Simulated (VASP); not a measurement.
Al2As: relaxation of cell and atoms with PBE

Al2As:

```
Al As
1.0
     3.27500    0.00000    0.00000
     0.00000    3.27500    0.00000
     0.00000    0.00000    5.75574
Al As
2 1
Direct
  0.00000 0.00000 0.74607
  0.50000 0.50000 0.18313
  0.00000 0.00000 0.11538
```

```yaml
Program: VASP 6.6.1
Task: relaxation of cell and atoms
Functional: PBE
Potentials_or_basis: VASP PAW PBE potentials, release 64 (Al, As)
Cutoff: 600 eV
k_mesh: 6 × 6 × 4
Occupations: gaussian, width 0.1 eV
Spin: no spin polarisation
Dipole_correction: no
Further_INCAR_settings: ALGO = Normal; EDIFF = 1e-07; IBRION = 2; EDIFFG = -0.04; NSW = 90; ISIF = 3
```

```yaml
Relaxed_volume: 19.84 Å³/atom
Relaxed_cell: a = 3.323 Å, b = 3.323 Å, c = 5.390 Å, α = 90.00°, β = 90.00°, γ = 90.00°
Space_group_after_relaxing_to_0.05_Å: P4mm (No. 99)
Energy_gained_by_relaxing: 796.3 meV/atom
Ionic_steps: 42
Pressure_after_relaxing: 0.0 GPa
Largest_force_after_relaxing: 0.038 eV/Å
```

Forces in eV/Å, atoms in the order of the input:
```
Al   0.000  0.000  0.038
Al   0.000  0.000 -0.025
As   0.000  0.000 -0.013
```

The path:
```tsv
step	energy change (eV)	largest force (eV/Å)	pressure (GPa)	volume (Å³)
1	0.0000	5.0766	20.65	61.73
3	-1.2724	0.2799	-0.12	77.14
5	-1.3339	0.3839	-1.40	77.39
7	-0.8851	3.7919	1.19	71.62
9	-1.4251	1.4759	-2.40	75.80
11	-1.4906	1.6027	-2.23	74.14
13	-1.5020	1.6444	-1.97	72.89
15	-1.7058	0.3804	-0.55	68.84
17	-1.7444	0.3161	0.04	68.06
19	-1.7710	0.3367	0.02	68.27
21	-1.7863	0.3766	-0.15	68.36
23	-1.8645	0.4513	-1.23	68.76
25	-2.0327	0.6528	-5.65	70.36
27	-2.0430	0.6266	-5.16	69.96
29	-2.0593	0.6480	-5.15	69.69
31	-2.1009	0.7027	-5.02	68.63
33	-2.1601	0.7130	-4.36	67.15
35	-2.3164	0.8033	0.06	60.71
37	-2.3546	0.6093	1.56	58.69
39	-2.3852	0.0920	1.12	58.55
41	-2.3884	0.0524	0.41	59.13
42	-2.3889	0.0378	-0.04	59.52
```

Final structure:
```
Al As
1.0
     3.32326    0.00000    0.00000
     0.00000    3.32326    0.00000
     0.00000    0.00000    5.38961
Al As
2 1
Direct
  0.00000 0.00000 0.61690
  0.50000 0.50000 0.33557
  0.00000 0.00000 0.09210
```

Levels at points of the mesh, in eV from the Fermi level:
```tsv
k point	band 1	band 2	band 3	band 4	band 5	band 6	band 7	band 8	band 9
(0.00, 0.00, 0.00)	-13.01	-6.97	-5.47	-0.22	-0.22	2.42	3.51	4.86	4.86
(0.50, 0.00, 0.00)	-11.34	-7.19	-4.52	-3.43	-2.55	0.63	1.30	5.21	5.59
(0.50, 0.50, 0.00)	-9.92	-4.93	-4.93	-2.77	-2.59	-0.63	-0.13	-0.13	1.84
(0.00, 0.00, 0.50)	-12.78	-8.80	-1.18	-0.02	-0.02	0.40	2.71	3.62	3.62
(0.50, 0.00, 0.50)	-11.18	-6.87	-6.41	-4.02	0.92	1.44	2.66	5.40	5.91
(0.50, 0.50, 0.50)	-9.80	-4.62	-4.62	-4.23	-2.32	-1.67	-1.67	0.69	3.46
```

Run time: 8.7 min on 1 thread of AMD EPYC 7R43 64-Core Processor (Zen 3), on a shared host, peak memory 0.18 GiB.
